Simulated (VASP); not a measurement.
# AlFe (I4_1/amd) in VASP: notebook

The runs below take AlFe through single point, relaxation of cell and atoms, with PBE.

Program: VASP 6.6.1. These are calculated values, not measurements. Logs are shortened: lines on timing, memory, paths and dates and some standing lists are left out, and cuts for length are marked.

**1. The cell of the first run**

The structure is tetragonal, space group I4_1/amd (No. 141). Conventional cell: a = 4.225 Å, b = 4.225 Å, c = 5.674 Å, α = 90.00°, β = 90.00°, γ = 90.00°. Al (site symmetry -4m2) has 4 Al at 2.54 Å and 10 Fe at 2.54 to 2.99 Å within 3.4 Å. Fe (site symmetry -4m2) has 10 Al at 2.54 to 2.99 Å and 4 Fe at 2.54 Å within 3.4 Å.

**2. Single point, PBE, collinear spin, ferromagnetic start**

INCAR reads:

```
SYSTEM = AlFe
ALGO = Normal
EDIFF = 1E-6
ENCUT = 520
GGA = PE
ISIF = 2
ISMEAR = 0
ISPIN = 2
LASPH = .True.
LCHARG = .True.
LELF = .True.
LMAXMIX = 4
LORBIT = 11
LREAL = .False.
LVHAR = .True.
LWAVE = .False.
MAGMOM = 0 0 4 4
NBANDS = 23
NELM = 150
PREC = Accurate
SIGMA = 0.1
```

KPOINTS reads:

```
k-points
0
Gamma
  6 6 6
  0 0 0
```

POSCAR reads:

```
AlFe
1.0
   -2.1127036137      2.1127036137      2.8370515493
    2.1127036137     -2.1127036137      2.8370515493
    2.1127036137      2.1127036137     -2.8370515493
Al Fe
2 2
Direct
    0.5000000000      0.5000000000      0.0000000000
    0.2500000000      0.7500000000      0.5000000000
    0.0000000000      0.0000000000      0.0000000000
    0.7500000000      0.2500000000      0.5000000000
```

Potentials or basis: VASP PAW PBE potentials, release 64 (Al, Fe).

Command:

```
$ cat potpaw_PBE.64/Al/POTCAR potpaw_PBE.64/Fe/POTCAR > POTCAR
$ mpirun -np 1 vasp_std > vasp.out
```

OUTCAR:

```text
SYSTEM = AlFe
   EDIFF = 1E-6
   ENCUT = 520
   GGA = PE
   ISIF = 2
   ISMEAR = 0
   ISPIN = 2
   LASPH = .True.
   LORBIT = 11
   LREAL = .False.
   NELM = 150
   PREC = Accurate

 ion  position               nearest neighbor table
   1  0.500  0.500  0.000-   2 2.54   4 2.54   2 2.54   4 2.54   2 2.54   4 2.54   2 2.54   4 2.54
                             3 2.84   3 2.84   3 2.99   3 2.99   3 2.99   3 2.99
   2  0.250  0.750  0.500-   3 2.54   1 2.54   1 2.54   3 2.54   1 2.54   3 2.54   3 2.54   1 2.54
                             4 2.84   4 2.84   4 2.99   4 2.99   4 2.99   4 2.99
   3  0.000  0.000  0.000-   4 2.54   2 2.54   2 2.54   4 2.54   2 2.54   4 2.54   4 2.54   2 2.54
                             1 2.84   1 2.84   1 2.99   1 2.99   1 2.99   1 2.99
   4  0.750  0.250  0.500-   1 2.54   3 2.54   1 2.54   3 2.54   1 2.54   3 2.54   1 2.54   3 2.54
                             2 2.84   2 2.84   2 2.99   2 2.99   2 2.99   2 2.99

  LATTYP: Found a body centered tetragonal cell.
 ALAT       =     4.2254072274
 C/A-ratio  =     1.3428535507

  Lattice vectors:

 A1 = (  -2.1127036137,   2.1127036137,   2.8370515493)
 A2 = (   2.1127036137,  -2.1127036137,   2.8370515493)
 A3 = (   2.1127036137,   2.1127036137,  -2.8370515493)

Analysis of symmetry for initial positions (statically):
=====================================================================
 Subroutine PRICEL returns:
 Original cell was already a primitive cell.

 Routine SETGRP: Setting up the symmetry group for a
 body centered tetragonal supercell.

 Subroutine GETGRP returns: Found 16 space group operations
 (whereof  8 operations were pure point group operations)
 out of a pool of 16 trial point group operations.

The static configuration has the point symmetry D_2d.
 The point group associated with its full space group is D_4h.

Analysis of symmetry for dynamics (positions and initial velocities):
=====================================================================
 Subroutine PRICEL returns:
 Original cell was already a primitive cell.

 Routine SETGRP: Setting up the symmetry group for a
 body centered tetragonal supercell.

 Subroutine GETGRP returns: Found 16 space group operations
 (whereof  8 operations were pure point group operations)
 out of a pool of 16 trial point group operations.

The dynamic configuration has the point symmetry D_2d.
 The point group associated with its full space group is D_4h.

Analysis of structural, dynamic, and magnetic symmetry:
=====================================================================
 Subroutine PRICEL returns:
 Original cell was already a primitive cell.

 Routine SETGRP: Setting up the symmetry group for a
 body centered tetragonal supercell.

 Subroutine GETGRP returns: Found 16 space group operations
 (whereof  8 operations were pure point group operations)
 out of a pool of 16 trial point group operations.

The overall configuration has the point symmetry D_2d.
 The point group associated with its full space group is D_4h.

 Subroutine INISYM returns: Found 16 space group operations
 (whereof  8 operations are pure point group operations),
 and found     1 'primitive' translations

----------------------------------------------------------------------------------------

                                     Primitive cell

  volume of cell :      50.6529

  direct lattice vectors                    reciprocal lattice vectors
    -2.112703614  2.112703614  2.837051549     0.000000000  0.236663580  0.176239307
     2.112703614 -2.112703614  2.837051549     0.236663580  0.000000000  0.176239307
     2.112703614  2.112703614 -2.837051549     0.236663580  0.236663580  0.000000000

  length of vectors
     4.120181381  4.120181381  4.120181381     0.295076165  0.295076165  0.334692844

  position of ions in fractional coordinates (direct lattice)
     0.500000000  0.500000000  0.000000000
     0.250000000  0.750000000  0.500000000
     0.000000000  0.000000000  0.000000000
     0.750000000  0.250000000  0.500000000

  ion indices of the primitive-cell ions
   primitive index   ion index
                 1           1
                 2           2
                 3           3
                 4           4

----------------------------------------------------------------------------------------

 KPOINTS: k-points

Automatic generation of k-mesh.
 Grid dimensions read from file:
 generate k-points for:    6    6    6

 Generating k-lattice:

  Cartesian coordinates                     Fractional coordinates (reciprocal lattice)
     0.000000000  0.039443930  0.029373218     0.166666667  0.000000000  0.000000000
     0.039443930  0.000000000  0.029373218     0.000000000  0.166666667  0.000000000
     0.039443930  0.039443930  0.000000000     0.000000000  0.000000000  0.166666667

  Length of vectors
     0.049179361  0.049179361  0.055782141

  Shift w.r.t. Gamma in fractional coordinates (k-lattice)
     0.000000000  0.000000000  0.000000000

 Subroutine IBZKPT returns following result:
 ===========================================

 Found     30 irreducible k-points:

 Following reciprocal coordinates:
            Coordinates               Weight
  0.000000  0.000000  0.000000      1.000000
  0.166667  0.000000  0.000000      8.000000
  0.333333 -0.000000  0.000000      8.000000
  0.500000  0.000000  0.000000      4.000000
  0.166667  0.166667  0.000000      8.000000
  0.333333  0.166667  0.000000     16.000000
[... 16 lines left out ...]
 -0.333333 -0.333333  0.166667      8.000000
 -0.166667 -0.333333  0.166667      8.000000
 [... further k-points ...]
   k-points           NKPTS =     30   k-points in BZ     NKDIM =     30   number of bands    NBANDS=     23
   number of dos      NEDOS =    301   number of ions     NIONS =      4
   total plane-waves  NPLWV =  32768
   dimension x,y,z NGX =    32 NGY =   32 NGZ =   32
   dimension x,y,z NGXF=    64 NGYF=   64 NGZF=   64
   ions per type =               2   2
   NGX,Y,Z   is equivalent  to a cutoff of  12.91, 12.91, 12.91 a.u.
   NGXF,Y,Z  is equivalent  to a cutoff of  25.82, 25.82, 25.82 a.u.
 SYSTEM =  AlFe
   PREC   = accura    normal or accurate (medium, high low for compatibility)
   ISTART =      0    job   : 0-new  1-cont  2-samecut
   ICHARG =      2    charge: 1-file 2-atom 10-const
   ISPIN  =      2    spin polarized calculation?
   LNONCOLLINEAR =      F non collinear calculations
   LSORBIT =      F    spin-orbit coupling
   LASPH  =      T    aspherical Exc in radial PAW
   ENCUT  =  520.0 eV  38.22 Ry    6.18 a.u.   7.66  7.66  7.66*2*pi/ulx,y,z
   NELM   =    150;   NELMIN=  2; NELMDL= -5     # of ELM steps
   EDIFF  = 0.1E-05   stopping-criterion for ELM
   LREAL  =      F    real-space projection
   EDIFFG = 0.1E-04   stopping-criterion for IOM
   NSW    =      0    number of steps for IOM
   IBRION =     -1    ionic relax: 0-MD 1-quasi-New 2-CG
   NFREE  =      0    steps in history (QN), initial steepest desc. (CG)
   ISIF   =      2    stress and relaxation
   ISYM   =      2    0-nonsym 1-usesym 2-fastsym
   POTIM  = 0.5000    time-step for ionic-motion
   TEBEG  =    0.0;   TEEND  =   0.0 temperature during run
   PSTRESS=    0.0 pullay stress
   NELECT =      22.0000    total number of electrons
   NUPDOWN=      -1.0000    fix difference up-down
   EMIN   =  10.00;   EMAX   =-10.00  energy-range for DOS
   EFERMI =   0.00;   METHOD = LEGACY
   ISMEAR =     0;   SIGMA  =   0.10  broadening in eV -4-tet -1-fermi 0-gaus
   EFERMI_NEDOS =   21; number of points for ismear=-14 and -15
   IALGO  =     38    algorithm
   IMIX   =      4    mixing-type and parameters
     AMIX     =   0.40;   BMIX     =  1.00
     AMIX_MAG =   1.60;   BMIX_MAG =  1.00
  volume/ion in A,a.u.               =      12.66        85.46
  Fermi-wavevector in a.u.,A,eV,Ry     =   1.239788  2.342861 20.913182  1.537076
  Thomas-Fermi vector in A             =   2.374257
   LORBIT       =     11    0 simple, 1 ext, 2 COOP (PROOUT), +10 PAW based schemes
   GGA     = PE    functional components
   LHFCALC =     F    Hartree Fock is set to
   AEXX    =    0.0000 exact exchange contribution
   IVDW    =     0    specifies the selected vdW correction
   LEPSILON=     F    determine dielectric tensor
   LRPA    =     F    only Hartree local field effects (RPA)
 spin polarized calculation
 Gauss-broadening in eV      SIGMA  =   0.10
  energy-cutoff  :      520.00
  volume of cell :       50.65
 maximum number of plane-waves:      1387
 NGX is ok and might be reduce to    32
   NGX = 15   NGY = 15   NGZ = 15

 number of electron      22.0000005 magnetization       3.8275413

 Free energy of the ion-electron system (eV)
  ---------------------------------------------------
  ext. energy  EPLUGINS =         0.00000000
  ---------------------------------------------------
  free energy    TOTEN  =       -24.78797535 eV

  energy without entropy =      -24.78019410  energy(sigma->0) =      -24.78408472

 E-fermi :   8.0034     XC(G=0): -11.8435

 val. band max:        7.9993278499   @ k =   0.5000   0.1667   0.0000
 cond. band min:       8.0158508616   @ k =   0.3333   0.3333   0.0000
 fundamental gap:      0.0165230117
 Fermi energy:         8.0033711097

 spin component 1

 k-point     1 :       0.0000    0.0000    0.0000
  band No.  band energies     occupation
      1      -2.7789      1.00000
      2       4.4512      1.00000
      3       4.6071      1.00000
      4       4.7403      1.00000
      5       4.7403      1.00000
      6       4.7582      1.00000
[... 613 lines left out ...]
     22      19.0300      0.00000
     23      19.4106      0.00000

 [... further k-points ...]

 spin component 2

 k-point     1 :       0.0000    0.0000    0.0000
  band No.  band energies     occupation
      1      -2.8022      1.00000
      2       5.7515      1.00000
      3       5.7515      1.00000
      4       5.7721      1.00000
      5       6.1599      1.00000
      6       6.2891      1.00000
[... 613 lines left out ...]
     22      19.3731      0.00000
     23      19.6056      0.00000

 [... further k-points ...]
[... 5 lines left out ...]
  --------------------------------------------------------------------------------------
  -------------------------------------------------------------------------------------
  Total       -0.0904493     -0.0904493     -0.0105843      0.0000000     -0.0000000      0.0000000
  in kB       -2.8609573     -2.8609573     -0.3347872      0.0000000     -0.0000000      0.0000000
  external PRESSURE =      -2.0189006 kB  Pullay stress =       0.0000000 kB

 VOLUME and BASIS-vectors are now :
 -----------------------------------------------------------------------------
  energy-cutoff  :      520.00
  volume of cell :       50.65
      direct lattice vectors                 reciprocal lattice vectors
    -2.112703614  2.112703614  2.837051549     0.000000000  0.236663580  0.176239307
     2.112703614 -2.112703614  2.837051549     0.236663580  0.000000000  0.176239307
     2.112703614  2.112703614 -2.837051549     0.236663580  0.236663580  0.000000000

 POSITION                                       TOTAL-FORCE (eV/Angst)
 -----------------------------------------------------------------------------------
      0.00000      0.00000      2.83705        -0.000000      0.000000     -0.000000
      2.11270      0.00000      1.41853         0.000000      0.000000     -0.000000
      0.00000      0.00000      0.00000         0.000000      0.000000     -0.000000
      0.00000      2.11270      1.41853        -0.000000     -0.000000      0.000000
 -----------------------------------------------------------------------------------
    total drift:                               -0.000000     -0.000000      0.000000

  FREE ENERGIE OF THE ION-ELECTRON SYSTEM (eV)
  ---------------------------------------------------
  free  energy   TOTEN  =       -24.7879753508 eV

  energy  without entropy=      -24.7801940971  energy(sigma->0) =      -24.78408472

 total charge

# of ion       s       p       d       tot
------------------------------------------
    1        0.391   0.430   0.000   0.822
    2        0.391   0.430   0.000   0.822
    3        0.433   0.482   6.324   7.240
    4        0.433   0.482   6.324   7.240
--------------------------------------------------
tot          1.649   1.825  12.649  16.123

 magnetization (x)

# of ion       s       p       d       tot
------------------------------------------
    1       -0.001  -0.024   0.000  -0.025
    2       -0.001  -0.024   0.000  -0.025
    3        0.000  -0.004   2.013   2.010
    4        0.000  -0.004   2.013   2.010
--------------------------------------------------
tot         -0.002  -0.055   4.027   3.970
```

Run time: 1.9 min. Hardware: 1 thread of Intel Xeon 8259CL, shared host; peak memory 0.23 GiB.

What came out:

- Free energy: -24.7880 eV
- Pressure: -0.2 GPa
- Net moment: 3.83 μB per cell
- Site moments: Al -0.03; Fe +2.01 μB
- Valence electrons inside the program's atomic spheres: Al 0.82; Fe 7.24

Stress tensor (GPa, compression positive):
```
-0.29  0.00  0.00
 0.00 -0.29  0.00
 0.00  0.00 -0.03
```

**3. Single point, PBE, collinear spin, ferromagnetic start**

This run uses another cell than the first one, of 13.79 Å³/atom, 1.089 times its volume.

INCAR reads:

```
SYSTEM = AlFe
PREC     = Accurate       ! precision mode
ENCUT    = 520            ! plane-wave cutoff, eV
EDIFF    = 1E-6           ! SCF threshold, eV
ISMEAR   = 0              ! smearing method
SIGMA    = 0.1            ! smearing width, eV
LREAL    = .False.        ! projectors in reciprocal space
LASPH    = .True.         ! aspherical terms in the spheres
NELM     = 150            ! most SCF steps
ALGO     = Normal         ! electronic algorithm
ISIF     = 2              ! what is computed and relaxed
LWAVE    = .False.        ! write WAVECAR
LCHARG   = .False.        ! write CHGCAR
ISPIN    = 2              ! spin polarisation
MAGMOM   = 0 0 4 4        ! initial moments
LORBIT   = 11             ! projections on sites
LMAXMIX  = 4              ! l up to which the mixer works
GGA      = PE             ! functional
NBANDS   = 23             ! bands
```

KPOINTS reads:

```
Automatic mesh
0
Gamma
  6 6 6
  0 0 0
```

POSCAR reads:

```
AlFe
1.0
   -2.2900648100      2.2900648100      2.6289169100
    2.2900648100     -2.2900648100      2.6289169100
    2.2900648100      2.2900648100     -2.6289169100
Al Fe
2 2
Direct
    0.5000000000      0.5000000000      0.0000000000
    0.2500000000      0.7500000000      0.5000000000
    0.0000000000      0.0000000000      0.0000000000
    0.7500000000      0.2500000000      0.5000000000
```

Potentials or basis: VASP PAW PBE potentials, release 64 (Al, Fe).

Command:

```
$ cat potpaw_PBE.64/Al/POTCAR potpaw_PBE.64/Fe/POTCAR > POTCAR
$ mpirun -np 1 vasp_std > vasp.out
```

Run time: 1.9 min. Hardware: 1 thread of Intel Xeon 8259CL, shared host; peak memory 0.23 GiB.

The run converged. Its results:

```
Free energy                                           : -24.4855 eV
Pressure                                              : -7.7 GPa
Net moment                                            : 4.08 μB per cell
Site moments                                          : Al -0.03; Fe +2.15 μB
Valence electrons inside the program's atomic spheres : Al 0.80; Fe 7.11
```

Stress tensor (GPa, compression positive):
```
-11.50   0.00   0.00
  0.00 -11.50   0.00
  0.00   0.00  -0.04
```

Levels at points of the mesh, in eV from the Fermi level:
Spin up:
```tsv
k point	band 10	band 11	band 12	band 13	band 14	band 15	band 16	band 17
(0.00, 0.00, 0.00)	-1.48	-1.26	1.95	2.02	2.02	3.08	4.12	4.12
(0.50, 0.00, 0.00)	-1.66	-1.18	-1.13	0.69	1.06	1.79	2.37	4.23
(0.50, 0.50, 0.00)	-1.80	-1.25	-1.25	-1.15	-1.15	2.48	2.48	6.92
(0.50, 0.50, 0.50)	-2.12	-1.55	-1.55	-1.13	-1.13	0.93	0.93	8.73
```
Spin down:
```csv
k point,band 6,band 7,band 8,band 9,band 10,band 11,band 12,band 13
"(0.00, 0.00, 0.00)",-1.41,-1.34,-1.34,-1.12,0.85,1.52,2.33,2.34
"(0.50, 0.00, 0.00)",-1.10,-0.76,-0.70,-0.16,0.54,0.61,0.72,1.52
"(0.50, 0.50, 0.00)",-2.03,-1.01,-1.01,0.01,0.01,0.64,0.64,1.17
"(0.50, 0.50, 0.50)",-2.97,-0.52,-0.52,0.23,0.23,0.34,0.34,0.93
```

**4. Relaxation of cell and atoms, PBE, collinear spin, ferromagnetic start**

This run uses another cell than the first one, of 13.79 Å³/atom, 1.089 times its volume.

INCAR reads:

```
SYSTEM = AlFe
ALGO = Normal
EDIFF = 1E-6
EDIFFG = -0.04
ENCUT = 600
GGA = PE
IBRION = 2
ISIF = 3
ISMEAR = 0
ISPIN = 2
LASPH = .TRUE.
LCHARG = .FALSE.
LMAXMIX = 4
LORBIT = 11
LREAL = .FALSE.
LWAVE = .FALSE.
MAGMOM = 0 0 4 4
NELM = 150
NSW = 90
PREC = Accurate
SIGMA = 0.1
```

KPOINTS reads:

```
k-points
0
G
  6 6 6
  0 0 0
```

POSCAR is that of step 3.

Command:

```
$ cat potpaw_PBE.64/Al/POTCAR potpaw_PBE.64/Fe/POTCAR > POTCAR
$ mpirun -np 1 vasp_std > vasp.out
```

It took 9.8 min on 1 thread of Intel Xeon 8259CL, shared host; peak memory 0.28 GiB.

Results (log left out):

- Free energy: -24.7875 eV
- Relaxed volume: 12.66 Å³/atom
- Relaxed cell: a = 4.114 Å, b = 4.114 Å, c = 4.114 Å, α = 117.97°, β = 117.97°, γ = 93.56°
- Space group after relaxing (to 0.05 Å): I4_1/amd (No. 141)
- Energy gained by relaxing: 75.6 meV/atom
- Ionic steps: 6
- Pressure after relaxing: 0.0 GPa
- Net moment: 3.84 μB per cell
- Site moments: Al -0.03; Fe +2.02 μB
- Valence electrons inside the program's atomic spheres: Al 0.82; Fe 7.24

Stress tensor (GPa, compression positive):
```
-0.21  0.00  0.00
 0.00 -0.21  0.00
 0.00  0.00  0.31
```

Step by step:
```csv
step,energy change (eV),largest force (eV/Å),pressure (GPa),volume (Å³)
1,0.0000,0.0000,-7.69,55.15
2,-0.2041,0.0000,3.70,50.00
3,-0.2042,0.0000,3.37,50.10
4,-0.2833,0.0000,1.30,50.42
5,-0.2997,0.0000,0.37,50.57
6,-0.3025,0.0000,-0.04,50.63
```

Final structure:
```cif
data_structure
_symmetry_space_group_name_H-M 'P 1'
_symmetry_Int_Tables_number 1
_cell_length_a 4.1136
_cell_length_b 4.1136
_cell_length_c 4.1136
_cell_angle_alpha 117.968
_cell_angle_beta 117.968
_cell_angle_gamma 93.557
_cell_volume 50.63
loop_
_atom_site_label
_atom_site_type_symbol
_atom_site_fract_x
_atom_site_fract_y
_atom_site_fract_z
_atom_site_occupancy
Al1 Al 0.50000 0.50000 0.00000 1
Al2 Al 0.25000 0.75000 0.50000 1
Fe1 Fe 0.00000 0.00000 0.00000 1
Fe2 Fe 0.75000 0.25000 0.50000 1
```

Levels at points of the mesh, in eV from the Fermi level:
Spin up:
| k point | band 10 | band 11 | band 12 | band 13 | band 14 | band 15 | band 16 | band 17 |
| --- | --- | --- | --- | --- | --- | --- | --- | --- |
| (0.00, 0.00, 0.00) | -1.22 | -1.17 | 2.27 | 2.31 | 2.31 | 3.70 | 3.99 | 3.99 |
| (0.50, 0.00, 0.00) | -1.43 | -1.26 | -1.21 | 1.49 | 1.58 | 2.23 | 2.58 | 2.60 |
| (0.50, 0.50, 0.00) | -2.22 | -1.18 | -1.18 | -1.16 | -1.16 | 2.20 | 2.20 | 8.64 |
| (0.50, 0.50, 0.50) | -2.22 | -1.32 | -1.32 | -1.14 | -1.14 | 1.74 | 1.74 | 8.98 |
Spin down:
```csv
k point,band 7,band 8,band 9,band 10,band 11,band 12
"(0.00, 0.00, 0.00)",-1.70,-1.70,-1.62,1.17,1.37,2.71
"(0.50, 0.00, 0.00)",-1.25,-0.38,-0.37,0.18,0.54,0.61
"(0.50, 0.50, 0.00)",-1.19,-1.19,-0.13,-0.13,0.54,0.54
"(0.50, 0.50, 0.50)",-1.00,-1.00,-0.04,-0.04,0.37,0.37
```

**5. The runs side by side**

| task | cell | cutoff (eV) | gap on the mesh (eV) | pressure (GPa) | moment (μB) |
| --- | --- | --- | --- | --- | --- |
| single point | a = 4.120 Å, angles 118.3, 118.3, 93.0°, 4 atoms | 520 | none | -0.2 | 3.83 |
| single point | a = 4.171 Å, angles 113.4, 113.4, 101.9°, 4 atoms | 520 | none | -7.7 | 4.08 |
| relaxation of cell and atoms | relaxed from a = 4.171 Å, angles 113.4, 113.4, 101.9°, 4 atoms | 600 | none | 0.0 | 3.84 |

Alike in all rows: level PBE; potentials or basis VASP PAW PBE potentials, release 64 (Al, Fe); spin collinear, ferromagnetic start; k mesh 6 × 6 × 6; smearing gaussian 0.1 eV.

Total energies depend on the potentials used, so only differences within one code and one set of settings carry meaning.
